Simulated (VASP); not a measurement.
**Zr3CdC: single point with r2SCAN**

The system is Zr3CdC.

```
Zr Cd C
1.0
     4.57210    0.00000    0.00000
     0.00000    4.57210    0.00000
     0.00000    0.00000    4.57210
Zr Cd C
3 1 1
Direct
  0.00000 0.50000 0.50000
  0.50000 0.00000 0.50000
  0.50000 0.50000 0.00000
  0.00000 0.00000 0.00000
  0.50000 0.50000 0.50000
```

| Quantity | Value |
| --- | --- |
| Program | VASP 6.6.1 |
| Task | single point |
| Functional | r2SCAN |
| Potentials or basis | VASP PAW PBE potentials, release 64 (Zr_sv, Cd, C) |
| Cutoff | 520 eV |
| k mesh | 8 × 8 × 8 |
| Occupations | gaussian, width 0.1 eV |
| Spin | no spin polarisation |
| Dipole correction | no |
| Further INCAR settings | ALGO = Normal; EDIFF = 1e-06; NBANDS = 34 |

```yaml
Pressure: -0.5 GPa
Band_gap_on_the_k_mesh: zero (bands 26 and 27 overlap by 2.05 eV)
```

Levels at points of the mesh, in eV from the Fermi level:
```csv
k point,band 24,band 25,band 26,band 27,band 28,band 29
"(0.00, 0.00, 0.00)",-1.31,-1.31,-1.24,-1.24,2.53,2.53
"(0.50, 0.00, 0.00)",-1.18,-1.18,-1.16,0.17,1.10,1.72
"(0.50, 0.50, 0.00)",-1.96,-1.35,0.68,0.68,0.77,0.77
"(0.50, 0.50, 0.50)",-0.42,-0.42,0.82,0.82,0.82,0.83
```

Wall time 4.3 min on 1 thread of AMD EPYC 9R45 96-Core Processor (Zen 5), on a shared host, peak memory 0.25 GiB.

Caveat: the PAW data sets were made with another functional, which shifts forces and pressure a little.
